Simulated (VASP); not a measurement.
Set up this calculation in VASP 6.6.1, as the native input.

| Item | Value |
| --- | --- |
| Task | relaxation of shape and atoms at fixed volume |
| Functional | PBEsol |
| Potentials or basis | VASP PAW PBE potentials, release 64 (Hf_pv, S) |
| Cutoff | 600 eV |
| k mesh | 12 × 12 × 4 |
| Occupations | gaussian, width 0.1 eV |
| Spin | no spin polarisation |
| Dipole correction | no |
| Further INCAR settings | ALGO = Normal; EDIFF = 1e-06; IBRION = 2; EDIFFG = -0.01; NSW = 50; ISIF = 4 |

The structure of Hf2S lies in POSCAR:

```
Hf2S
1.0
    3.2298950398      0.0000000000      0.0000000000
   -1.6149475199      2.7971711560      0.0000000000
    0.0000000000      0.0000000000     11.3949015343
Hf S
4 2
Direct
    0.6666666667      0.3333333333      0.8991172240
    0.3333333333      0.6666666667      0.3991172240
    0.6666666667      0.3333333333      0.6008827760
    0.3333333333      0.6666666667      0.1008827760
    0.0000000000      0.0000000000      0.7500000000
    0.0000000000      0.0000000000      0.2500000000
```

This cell differs from its parent crystal: volume scaled by 0.91.

One way to write it, as run:

INCAR

```
PREC = Accurate ; ENCUT = 600
EDIFF = 1E-6 ; ISMEAR = 0
SIGMA = 0.1 ; LREAL = False
LASPH = True ; NELM = 100
ALGO = Normal ; ISIF = 4
LWAVE = False ; LCHARG = False
GGA = PS ; IBRION = 2
NSW = 50 ; EDIFFG = -0.01
```

KPOINTS

```
Automatic mesh
0
Gamma
  12 12 4
```

Potentials or basis: VASP PAW PBE potentials, release 64 (Hf_pv, S).

Launch:

```console
$ cat potpaw_PBE.64/Hf_pv/POTCAR potpaw_PBE.64/S/POTCAR > POTCAR
$ mpirun -np 1 vasp_std > vasp.out
```

It gave:

```json
{"Energy gained by relaxing": "0.4 meV/atom", "Ionic steps": "5", "Pressure after relaxing": "15.5 GPa", "Band gap on the k mesh": "zero (band 26 reaches 7.77 eV, above the bottom of band 27 at 6.73 eV)"}
```

Caveat: the PAW data sets were made with another functional, which shifts forces and pressure a little; spin-orbit coupling is left out, which moves the levels of the heavy elements.

It took 8.2 min on 1 thread of Intel(R) Xeon(R) Platinum 8488C (Sapphire Rapids) (shared host), peak memory 0.38 GiB.
